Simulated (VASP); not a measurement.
Write the native input for VASP 6.6.1 that does the following.

* Task: relaxation of cell and atoms
* Functional: PBE
* Potentials or basis: VASP PAW PBE potentials, release 64 (Al, Cu)
* Cutoff: 600 eV
* k mesh: 6 × 6 × 2
* Occupations: gaussian, width 0.1 eV
* Spin: no spin polarisation
* Dipole correction: no
* Further INCAR settings: ALGO = Fast; EDIFF = 1e-07; IBRION = 2; EDIFFG = -0.04; NSW = 90; ISIF = 3

The structure of Al5Cu lies in POSCAR:

```
Al5Cu
1.0
    2.7772001600      0.0000000000      0.0000000000
   -1.3886000800      2.4051258900      0.0000000000
    0.0000000000      0.0000000000     13.6054466300
Al Cu
5 1
Direct
    0.0000000000      0.0000000000      0.0000000000
    0.3333333300      0.6666666700      0.8333333300
    0.6666666700      0.3333333300      0.6666666700
    0.3333333300      0.6666666700      0.3333333300
    0.6666666700      0.3333333300      0.1666666700
    0.0000000000      0.0000000000      0.5000000000
```

The input as run:

INCAR

```
SYSTEM = Al5Cu
ALGO = Fast ; EDIFF = 1E-7
EDIFFG = -0.04 ; ENCUT = 600
GGA = PE ; IBRION = 2
ISIF = 3 ; ISMEAR = 0
LASPH = .True. ; LCHARG = .False.
LREAL = .False. ; LWAVE = .False.
NELM = 80 ; NSW = 90
PREC = Accurate ; SIGMA = 0.1
```

KPOINTS

```
k-points
0
Gamma
  6 6 2
  0 0 0
```

Potentials or basis: VASP PAW PBE potentials, release 64 (Al, Cu).

The run is started by

```sh
$ cat potpaw_PBE.64/Al/POTCAR potpaw_PBE.64/Cu/POTCAR > POTCAR
$ mpirun -np 1 vasp_std > vasp.out
```

Results of the run:

* Relaxed volume: 15.64 Å³/atom
* Relaxed cell: a = 2.822 Å, b = 2.822 Å, c = 13.600 Å, α = 90.00°, β = 90.00°, γ = 120.00°
* Space group after relaxing (to 0.1 Å): P-3m1 (No. 164)
* Energy gained by relaxing: 133.5 meV/atom
* Ionic steps: 9
* Pressure after relaxing: 0.1 GPa
* Largest force after relaxing: 0.020 eV/Å
* Band gap on the k mesh: zero (bands 13 and 14 overlap by 3.81 eV)

Caveat: the k points lie up to 0.43 Å⁻¹ apart in the final cell, too coarse for converged energies and pressures of a metal.

Wall time 2.4 min on 1 thread of Intel(R) Xeon(R) 6975P-C (Granite Rapids), with other jobs on the host, peak memory 0.26 GiB.
